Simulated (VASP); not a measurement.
Runs of VASP 6.6.1 on Bi. The structure is that of space group I4/mmm (No. 139), or close to it. The cells are those of the table. 

```csv
cell,further INCAR settings,gap on the mesh (eV),pressure (GPa)
"a = 3.279 Å, angles 116.0, 116.0, 97.0°, 1 atom",ALGO = Fast; EDIFF = 1e-06; NBANDS = 14,none,7.4
"a = 3.501 Å, angles 116.0, 116.0, 97.0°, 1 atom",ALGO = Fast; EDIFF = 1e-06; NBANDS = 14,none,-5.6
"a = 3.197 Å, angles 107.5, 107.5, 113.5°, 1 atom",ALGO = Fast; EDIFF = 1e-06; NBANDS = 14,none,12.2
"a = 3.245 Å, angles 107.5, 107.5, 113.5°, 1 atom",ALGO = Fast; EDIFF = 1e-06; NBANDS = 14,none,7.3
"a = 3.245 Å, angles 111.6, 111.6, 105.4°, 1 atom",ALGO = Fast; EDIFF = 1e-06; NBANDS = 14,none,7.2
"a = 3.326 Å, angles 116.0, 116.0, 97.0°, 1 atom",ALGO = Fast; EDIFF = 1e-06; NBANDS = 14,none,3.5
"a = 3.258 Å, angles 113.7, 113.7, 101.2°, 1 atom",ALGO = Fast; EDIFF = 1e-06; NBANDS = 14,none,7.4
"a = 3.291 Å, angles 111.6, 111.6, 105.4°, 1 atom",ALGO = Fast; EDIFF = 1e-07; NBANDS = 14,none,3.3
"a = 3.197 Å, angles 111.6, 111.6, 105.4°, 1 atom",ALGO = Fast; EDIFF = 1e-06; NBANDS = 14,none,(a)
"a = 3.496 Å, angles 123.4, 123.4, 84.2°, 1 atom",ALGO = Fast; EDIFF = 1e-06; NBANDS = 14,none,0.7
"a = 3.231 Å, angles 116.0, 116.0, 97.0°, 1 atom",ALGO = Fast; EDIFF = 1e-06; NBANDS = 14,none,(b)
"a = 3.304 Å, angles 113.7, 113.7, 101.2°, 1 atom",ALGO = Fast; EDIFF = 1e-07; NBANDS = 14,none,3.4
```

Alike in all rows: task single point; level PBEsol+D3(BJ); potentials or basis VASP PAW PBE potentials, release 64 (Bi_d); no spin polarisation; k mesh 18 × 18 × 18; cutoff (eV) 520; smearing gaussian 0.15 eV.

**Question.** Estimate the missing entries.

**Answer.** (a) 12.1; (b) 12.3.

Caveats: the PAW data sets were made with another functional, which shifts forces and pressure a little; spin-orbit coupling is left out, which moves the levels of the heavy elements; the cell stands under pressure (at least some runs); the cell stands under tension (at least some runs).

A k mesh can miss the band edges, and the runs leave out spin-orbit coupling on Bi.

A gap of «none» marks levels without a gap at the run's occupations.
